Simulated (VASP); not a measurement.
# LiH (Fm-3m) in VASP: further runs

LiH is run at these levels: PBE, r2SCAN, HSE06, PBE0; tasks: single point.

Everything below comes from runs of VASP 6.6.1. Logs are shortened: lines on timing, memory, paths and dates and some standing lists are left out, and cuts for length are marked.

## Step 1: The cell of the first run

Symmetry: Fm-3m, No. 225, cubic system. The conventional cell has a = 4.007 Å, b = 4.007 Å, c = 4.007 Å, α = 90.00°, β = 90.00°, γ = 90.00°. Li (site symmetry m-3m) has 6 H at 2.00 Å within 2.7 Å. Within 2.7 Å of H (site symmetry m-3m) lie 6 Li at 2.00 Å.

## Step 2: Single point, PBE

File INCAR:

```
SYSTEM = LiH
ALGO = Normal
EDIFF = 1E-6
ENCUT = 520
GGA = PE
ISIF = 2
ISMEAR = 0
LASPH = .True.
LCHARG = .False.
LREAL = .False.
LWAVE = .False.
NBANDS = 9
NELM = 100
PREC = Accurate
SIGMA = 0.01
```

File KPOINTS:

```
k-points
0
Gamma
  8 8 8
  0 0 0
```

File POSCAR:

```
LiH
1.0
    0.0000000000      2.0035500380      2.0035500380
    2.0035500380      0.0000000000      2.0035500380
    2.0035500380      2.0035500380      0.0000000000
Li H
1 1
Direct
    0.0000000000      0.0000000000      0.0000000000
    0.5000000000      0.5000000000      0.5000000000
```

Potentials or basis: VASP PAW PBE potentials, release 64 (Li_sv, H).

Launch:

```sh
$ cat potpaw_PBE.64/Li_sv/POTCAR potpaw_PBE.64/H/POTCAR > POTCAR
$ mpirun -np 1 vasp_std > vasp.out
```

OUTCAR:

```text
SYSTEM = LiH
   EDIFF = 1E-6
   ENCUT = 520
   GGA = PE
   ISIF = 2
   ISMEAR = 0
   LASPH = .True.
   LREAL = .False.
   NELM = 100
   PREC = Accurate

 ion  position               nearest neighbor table
   1  0.000  0.000  0.000-
   2  0.500  0.500  0.500-

  LATTYP: Found a face centered cubic cell.
 ALAT       =     4.0071000760

  Lattice vectors:

 A1 = (   0.0000000000,   2.0035500380,   2.0035500380)
 A2 = (   2.0035500380,   0.0000000000,   2.0035500380)
 A3 = (   2.0035500380,   2.0035500380,   0.0000000000)

Analysis of symmetry for initial positions (statically):
=====================================================================
 Subroutine PRICEL returns:
 Original cell was already a primitive cell.

 Routine SETGRP: Setting up the symmetry group for a
 face centered cubic supercell.

 Subroutine GETGRP returns: Found 48 space group operations
 (whereof 48 operations were pure point group operations)
 out of a pool of 48 trial point group operations.

The static configuration has the point symmetry O_h .

Analysis of symmetry for dynamics (positions and initial velocities):
=====================================================================
 Subroutine PRICEL returns:
 Original cell was already a primitive cell.

 Routine SETGRP: Setting up the symmetry group for a
 face centered cubic supercell.

 Subroutine GETGRP returns: Found 48 space group operations
 (whereof 48 operations were pure point group operations)
 out of a pool of 48 trial point group operations.

The dynamic configuration has the point symmetry O_h .

 Subroutine INISYM returns: Found 48 space group operations
 (whereof 48 operations are pure point group operations),
 and found     1 'primitive' translations

----------------------------------------------------------------------------------------

                                     Primitive cell

  volume of cell :      16.0854

  direct lattice vectors                    reciprocal lattice vectors
     0.000000000  2.003550038  2.003550038    -0.249557032  0.249557032  0.249557032
     2.003550038  0.000000000  2.003550038     0.249557032 -0.249557032  0.249557032
     2.003550038  2.003550038  0.000000000     0.249557032  0.249557032 -0.249557032

  length of vectors
     2.833447637  2.833447637  2.833447637     0.432245458  0.432245458  0.432245458

  position of ions in fractional coordinates (direct lattice)
     0.000000000  0.000000000  0.000000000
     0.500000000  0.500000000  0.500000000

  ion indices of the primitive-cell ions
[... 76 lines left out ...]
   LREAL  =      F    real-space projection
   EDIFFG = 0.1E-04   stopping-criterion for IOM
   NSW    =      0    number of steps for IOM
   IBRION =     -1    ionic relax: 0-MD 1-quasi-New 2-CG
   NFREE  =      0    steps in history (QN), initial steepest desc. (CG)
   ISIF   =      2    stress and relaxation
   ISYM   =      2    0-nonsym 1-usesym 2-fastsym
   POTIM  = 0.5000    time-step for ionic-motion
   TEBEG  =    0.0;   TEEND  =   0.0 temperature during run
   PSTRESS=    0.0 pullay stress
   NELECT =       4.0000    total number of electrons
   NUPDOWN=      -1.0000    fix difference up-down
   EMIN   =  10.00;   EMAX   =-10.00  energy-range for DOS
   EFERMI =   0.00;   METHOD = LEGACY
   ISMEAR =     0;   SIGMA  =   0.01  broadening in eV -4-tet -1-fermi 0-gaus
   EFERMI_NEDOS =   21; number of points for ismear=-14 and -15
   IALGO  =     38    algorithm
   IMIX   =      4    mixing-type and parameters
     AMIX     =   0.40;   BMIX     =  1.00
     AMIX_MAG =   1.60;   BMIX_MAG =  1.00
  volume/ion in A,a.u.               =       8.04        54.27
  Fermi-wavevector in a.u.,A,eV,Ry     =   1.029480  1.945435 14.419854  1.059829
  Thomas-Fermi vector in A             =   2.163530
   LORBIT       =      0    0 simple, 1 ext, 2 COOP (PROOUT), +10 PAW based schemes
   GGA     = PE    functional components
   LHFCALC =     F    Hartree Fock is set to
   AEXX    =    0.0000 exact exchange contribution
   IVDW    =     0    specifies the selected vdW correction
   LEPSILON=     F    determine dielectric tensor
   LRPA    =     F    only Hartree local field effects (RPA)
 non-spin polarized calculation
 Gauss-broadening in eV      SIGMA  =   0.01
  energy-cutoff  :      520.00
  volume of cell :       16.09
 maximum number of plane-waves:       445
 NGX is ok and might be reduce to    24
   NGX = 11   NGY = 11   NGZ = 11

 number of electron       3.9999995 magnetization

 Free energy of the ion-electron system (eV)
  ---------------------------------------------------
  ext. energy  EPLUGINS =         0.00000000
  ---------------------------------------------------
  free energy    TOTEN  =        -6.12692311 eV

  energy without entropy =       -6.12692311  energy(sigma->0) =       -6.12692311

 E-fermi :   0.1369     XC(G=0):  -8.5149

 val. band max:        0.0965514708   @ k =   0.5000   0.5000   0.0000
 cond. band min:       3.0748328093   @ k =   0.5000   0.5000   0.0000
 fundamental gap:      2.9782813385
 Fermi energy:         0.1368751036

 k-point     1 :       0.0000    0.0000    0.0000
  band No.  band energies     occupation
      1     -44.1936      2.00000
      2      -5.3408      2.00000
      3      16.2060      0.00000
      4      17.9984      0.00000
      5      17.9984      0.00000
      6      17.9984      0.00000
      7      22.7159      0.00000
      8      22.7159      0.00000
      9      22.7159      0.00000
[... 265 lines left out ...]
 k-point    24 :      -0.3750    0.2500    0.1250
  band No.  band energies     occupation
      1     -44.1400      2.00000
      2      -1.6207      2.00000
      3       5.1884      0.00000
      4       8.9492      0.00000
      5      13.4093      0.00000
      6      16.5306      0.00000
      7      23.1808      0.00000
      8      26.2427      0.00000
      9      27.4558      0.00000

 [... further k-points ...]
[... 5 lines left out ...]
  --------------------------------------------------------------------------------------
  -------------------------------------------------------------------------------------
  Total       -0.0254603     -0.0254603     -0.0254603      0.0000000      0.0000000      0.0000000
  in kB       -2.5359693     -2.5359693     -2.5359693      0.0000000      0.0000000      0.0000000
  external PRESSURE =      -2.5359693 kB  Pullay stress =       0.0000000 kB

 VOLUME and BASIS-vectors are now :
 -----------------------------------------------------------------------------
  energy-cutoff  :      520.00
  volume of cell :       16.09
      direct lattice vectors                 reciprocal lattice vectors
     0.000000000  2.003550038  2.003550038    -0.249557032  0.249557032  0.249557032
     2.003550038  0.000000000  2.003550038     0.249557032 -0.249557032  0.249557032
     2.003550038  2.003550038  0.000000000     0.249557032  0.249557032 -0.249557032

 POSITION                                       TOTAL-FORCE (eV/Angst)
 -----------------------------------------------------------------------------------
      0.00000      0.00000      0.00000        -0.000000      0.000000      0.000000
      2.00355      2.00355      2.00355         0.000000     -0.000000     -0.000000
 -----------------------------------------------------------------------------------
    total drift:                                0.000000     -0.000000     -0.000000

  FREE ENERGIE OF THE ION-ELECTRON SYSTEM (eV)
  ---------------------------------------------------
  free  energy   TOTEN  =        -6.1269231126 eV

  energy  without entropy=       -6.1269231126  energy(sigma->0) =       -6.12692311
```

OSZICAR:

```text
N       E                     dE             d eps       ncg     rms          rms(c)
DAV:   1    -0.165157577230E+01   -0.16516E+01   -0.15629E+03   530   0.409E+02
DAV:   2    -0.631898693928E+01   -0.46674E+01   -0.46470E+01   765   0.574E+01
DAV:   3    -0.636915228829E+01   -0.50165E-01   -0.50148E-01   632   0.519E+00
DAV:   4    -0.636961725386E+01   -0.46497E-03   -0.46493E-03   709   0.358E-01
DAV:   5    -0.636961823488E+01   -0.98102E-06   -0.98100E-06   644   0.150E-02    0.287E+00
DAV:   6    -0.618662375521E+01    0.18299E+00   -0.14897E-01   575   0.120E+00    0.144E+00
DAV:   7    -0.612521005157E+01    0.61414E-01   -0.19227E-01   607   0.154E+00    0.220E-01
DAV:   8    -0.612699496348E+01   -0.17849E-02   -0.42456E-03   604   0.425E-01    0.425E-02
DAV:   9    -0.612692967171E+01    0.65292E-04   -0.15050E-04   651   0.477E-02    0.639E-03
DAV:  10    -0.612692383656E+01    0.58351E-05   -0.60400E-06   615   0.176E-02    0.231E-03
DAV:  11    -0.612692311258E+01    0.72397E-06   -0.18207E-07   391   0.189E-03
   1 F= -.61269231E+01 E0= -.61269231E+01  d E =-.286859E-11
```

It took 5.1 s on 1 thread of Intel Xeon Platinum 8488C (Sapphire Rapids), shared host; peak memory 0.13 GiB.

Results:

* Free energy: -6.1269 eV
* Band gap on the k mesh: 2.98 eV, direct

Levels at points of the mesh, in eV from the valence-band top:
```tsv
k point	band 1	band 2	band 3	band 4	band 5	band 6
(0.00, 0.00, 0.00)	-44.29	-5.44	16.11	17.90	17.90	17.90
(0.50, 0.00, 0.00)	-44.24	-2.63	4.92	13.67	16.51	16.51
(0.50, 0.50, 0.00)	-44.23	0.00	2.98	10.82	10.82	13.98
```

Caveat: the cutoff is under 1.25 times the usual one of these potentials, so pressure, stress and relaxed cells hold a basis-set (Pulay) error. A hybrid or GW would open this gap; PBE tends to underestimate it.

## Step 3: Single point, PBE

File INCAR:

```
PREC = Accurate
ENCUT = 520
EDIFF = 1E-6
ISMEAR = 0
SIGMA = 0.01
LREAL = False
LASPH = True
NELM = 60
ALGO = Normal
ISIF = 2
LWAVE = False
LCHARG = True
GGA = PE
LELF = True
LVHAR = True
NBANDS = 9
```

File KPOINTS:

```
regular mesh
0
Gamma
  8 8 8
```

POSCAR is that of step 2.

Potentials or basis: VASP PAW PBE potentials, release 64 (Li_sv, H).

Launch:

```sh
$ cat potpaw_PBE.64/Li_sv/POTCAR potpaw_PBE.64/H/POTCAR > POTCAR
$ mpirun -np 1 vasp_std > vasp.out
```

Wall time 5.7 s (1 thread of Intel Xeon Platinum 8488C (Sapphire Rapids), shared host); peak memory 0.13 GiB.

Results (log left out):

```
Free energy            : -6.1269 eV
Band gap on the k mesh : 2.98 eV, direct
```

Levels at points of the mesh, in eV from the valence-band top:
| k point | band 1 | band 2 | band 3 | band 4 | band 5 | band 6 |
| --- | --- | --- | --- | --- | --- | --- |
| (0.00, 0.00, 0.00) | -44.29 | -5.44 | 16.11 | 17.90 | 17.90 | 17.90 |
| (0.50, 0.00, 0.00) | -44.24 | -2.63 | 4.92 | 13.67 | 16.51 | 16.51 |
| (0.50, 0.50, 0.00) | -44.23 | 0.00 | 2.98 | 10.82 | 10.82 | 13.98 |

Caveat: the cutoff is under 1.25 times the usual one of these potentials, so pressure, stress and relaxed cells hold a basis-set (Pulay) error. A k mesh can miss the band edges.

## Step 4: Single point, r2SCAN

POSCAR is that of step 3.

File INCAR.step1:

```
SYSTEM = LiH
  PREC = Accurate
  ENCUT = 520
  ISMEAR = 0
  SIGMA = 0.01
  LREAL = .False.
  LASPH = .True.
  NELM = 60
  NBANDS = 9
  GGA = PE
  ALGO = Normal
  EDIFF = 1E-4
  LWAVE = .True.
  LCHARG = .False.
```

File INCAR.step2:

```
SYSTEM = LiH
  PREC = Accurate
  ENCUT = 520
  EDIFF = 1E-7
  ISMEAR = 0
  SIGMA = 0.01
  LREAL = .False.
  LASPH = .True.
  NELM = 60
  ALGO = Normal
  ISIF = 2
  LWAVE = .False.
  LCHARG = .True.
  METAGGA = R2SCAN
  LMIXTAU = .True.
  LELF = .True.
  LVHAR = .True.
  NBANDS = 9
  ISTART = 1
```

File KPOINTS:

```
Automatic mesh
0
Gamma
  8 8 8
  0 0 0
```

Launch:

```sh
$ cat potpaw_PBE.64/Li_sv/POTCAR potpaw_PBE.64/H/POTCAR > POTCAR
$ cp INCAR.step1 INCAR
$ mpirun -np 1 vasp_std > vasp.out
$ cp INCAR.step2 INCAR
$ mpirun -np 1 vasp_std > vasp.out
```

Wall time 17 s (1 thread of Intel Xeon Platinum 8488C (Sapphire Rapids), shared host); peak memory 0.13 GiB.

The run converged. Its results:

```yaml
Free_energy: -6.8175 eV
Band_gap_on_the_k_mesh: 3.58 eV, direct
```

Levels at points of the mesh, in eV from the valence-band top:
| k point | band 1 | band 2 | band 3 | band 4 | band 5 | band 6 |
| --- | --- | --- | --- | --- | --- | --- |
| (0.00, 0.00, 0.00) | -45.73 | -5.45 | 17.65 | 19.41 | 19.41 | 19.41 |
| (0.50, 0.00, 0.00) | -45.69 | -2.64 | 5.68 | 14.95 | 18.17 | 18.17 |
| (0.50, 0.50, 0.00) | -45.67 | 0.00 | 3.58 | 11.75 | 11.75 | 15.05 |

Caveat: the cutoff is under 1.25 times the usual one of these potentials, so pressure, stress and relaxed cells hold a basis-set (Pulay) error; the PAW data sets were made with another functional, which shifts forces and pressure a little.

## Step 5: Single point, PBE

File INCAR:

```
ALGO = Normal ; EDIFF = 1E-6
ENCUT = 520 ; GGA = PE
ISIF = 2 ; ISMEAR = 0
LASPH = True ; LCHARG = False
LREAL = False ; LWAVE = False
NBANDS = 9 ; NELM = 60
PREC = Accurate ; SIGMA = 0.01
```

File KPOINTS:

```
k-points
0
Gamma
  12 12 12
```

POSCAR is that of step 4.

Launch:

```sh
$ cat potpaw_PBE.64/Li_sv/POTCAR potpaw_PBE.64/H/POTCAR > POTCAR
$ mpirun -np 1 vasp_std > vasp.out
```

Wall time 8.6 s (1 thread of Intel Xeon Platinum 8488C (Sapphire Rapids), shared host); peak memory 0.13 GiB.

Results (log left out):

```yaml
Free_energy: -6.1271 eV
Band_gap_on_the_k_mesh: 2.98 eV, direct
```

Levels at points of the mesh, in eV from the valence-band top:
```csv
k point,band 1,band 2,band 3,band 4,band 5,band 6
"(0.00, 0.00, 0.00)",-44.29,-5.44,16.11,17.90,17.90,17.90
"(0.50, 0.00, 0.00)",-44.24,-2.63,4.92,13.67,16.51,16.51
"(0.50, 0.50, 0.00)",-44.23,0.00,2.98,10.82,10.82,13.98
```

Caveat: the cutoff is under 1.25 times the usual one of these potentials, so pressure, stress and relaxed cells hold a basis-set (Pulay) error.

## Step 6: Single point, HSE06

POSCAR is that of step 5.

File INCAR.step1:

```
PREC = Accurate ; ENCUT = 520
EDIFF = 1E-5 ; ISMEAR = 0
SIGMA = 0.01 ; LREAL = False
LASPH = True ; NELM = 80
ALGO = Normal ; ISIF = 2
LWAVE = True ; LCHARG = False
GGA = PE ; NBANDS = 9
```

File INCAR.step2:

```
PREC = Accurate ; ENCUT = 520
EDIFF = 1E-6 ; ISMEAR = 0
SIGMA = 0.01 ; LREAL = False
LASPH = True ; NELM = 80
ALGO = Normal ; ISIF = 2
LWAVE = False ; LCHARG = False
GGA = PE ; LHFCALC = True
HFSCREEN = 0.2079 ; PRECFOCK = Normal
ISTART = 1 ; NBANDS = 9
```

File KPOINTS:

```
Automatic mesh
0
Gamma
  8 8 8
```

Potentials or basis: VASP PAW PBE potentials, release 64 (Li_sv, H).

Launch:

```sh
$ cat potpaw_PBE.64/Li_sv/POTCAR potpaw_PBE.64/H/POTCAR > POTCAR
$ cp INCAR.step1 INCAR
$ mpirun -np 1 vasp_std > vasp.out
$ cp INCAR.step2 INCAR
$ mpirun -np 1 vasp_std > vasp.out
```

It took 2.9 min on 1 thread of Intel Xeon Platinum 8488C (Sapphire Rapids), shared host; peak memory 0.24 GiB.

Results (log left out):

```yaml
Free_energy: -6.7865 eV
Band_gap_on_the_k_mesh: 3.97 eV, direct
```

Levels at points of the mesh, in eV from the valence-band top:
| k point | band 1 | band 2 | band 3 | band 4 | band 5 |
| --- | --- | --- | --- | --- | --- |
| (0.00, 0.00, 0.00) | -47.29 | -6.08 | 17.96 | 19.48 | 19.48 |
| (0.50, 0.00, 0.00) | -47.24 | -2.88 | 5.96 | 15.27 | 18.02 |
| (0.50, 0.50, 0.00) | -47.22 | 0.00 | 3.97 | 12.18 | 12.18 |

Caveat: the cutoff is under 1.25 times the usual one of these potentials, so pressure, stress and relaxed cells hold a basis-set (Pulay) error; the PAW data sets were made with another functional, which shifts forces and pressure a little. A k mesh can miss the band edges.

## Step 7: Single point, PBE0

POSCAR is that of step 6.

File INCAR.step1:

```
SYSTEM = LiH
PREC = Accurate
ENCUT = 520
EDIFF = 1E-5
ISMEAR = 0
SIGMA = 0.01
LREAL = .False.
LASPH = .True.
NELM = 100
ALGO = Normal
ISIF = 2
LWAVE = .True.
NBANDS = 9
GGA = PE
```

File INCAR.step2:

```
SYSTEM = LiH
PREC = Accurate
ENCUT = 520
EDIFF = 1E-6
ISMEAR = 0
SIGMA = 0.01
LREAL = .False.
LASPH = .True.
NELM = 100
ALGO = Normal
ISIF = 2
LWAVE = .False.
LCHARG = .True.
GGA = PE
LHFCALC = .True.
AEXX = 0.25
PRECFOCK = Normal
LELF = .True.
LVHAR = .True.
NBANDS = 9
ISTART = 1
```

File KPOINTS:

```
regular mesh
0
Gamma
  8 8 8
  0 0 0
```

Launch:

```sh
$ cat potpaw_PBE.64/Li_sv/POTCAR potpaw_PBE.64/H/POTCAR > POTCAR
$ cp INCAR.step1 INCAR
$ mpirun -np 1 vasp_std > vasp.out
$ cp INCAR.step2 INCAR
$ mpirun -np 1 vasp_std > vasp.out
```

Wall time 2.4 min (1 thread of Intel Xeon Platinum 8488C (Sapphire Rapids), shared host); peak memory 0.14 GiB.

The run converged. Its results:

- Free energy: -7.1370 eV
- Band gap on the k mesh: 4.67 eV, direct

Levels at points of the mesh, in eV from the valence-band top:
```
           k point  band 1  band 2  band 3  band 4  band 5  band 6
(0.00, 0.00, 0.00)  -47.35   -6.15   18.71   20.26   20.26   20.26
(0.50, 0.00, 0.00)  -47.29   -2.92    6.69   16.02   18.79   18.79
(0.50, 0.50, 0.00)  -47.28    0.00    4.67   12.94   12.94   16.02
```

Caveat: the cutoff is under 1.25 times the usual one of these potentials, so pressure, stress and relaxed cells hold a basis-set (Pulay) error; the PAW data sets were made with another functional, which shifts forces and pressure a little.

## Step 8: Summary

| level | k mesh | grid for exact exchange (PRECFOCK) | screening parameter | gap on the mesh (eV) |
| --- | --- | --- | --- | --- |
| PBE | 8 × 8 × 8 | - | - | 2.98 |
| r2SCAN | 8 × 8 × 8 | - | - | 3.58 |
| PBE | 12 × 12 × 12 | - | - | 2.98 |
| HSE06 | 8 × 8 × 8 | Normal | 0.2079 1/Å | 3.97 |
| PBE0 | 8 × 8 × 8 | Normal | - | 4.67 |

Alike in all rows: task single point; potentials or basis VASP PAW PBE potentials, release 64 (Li_sv, H); no spin polarisation; cell as given; cutoff (eV) 520; smearing gaussian 0.01 eV.

On the cell as given the gap runs from 2.98 eV (PBE) to 4.67 eV (PBE0); the meshes differ, which moves gaps too.

Caveats: the cutoff is under 1.25 times the usual one of these potentials, so pressure, stress and relaxed cells hold a basis-set (Pulay) error; the PAW data sets were made with another functional, which shifts forces and pressure a little (some runs).

Total energies depend on the potentials used, so only differences within one code and one set of settings carry meaning.
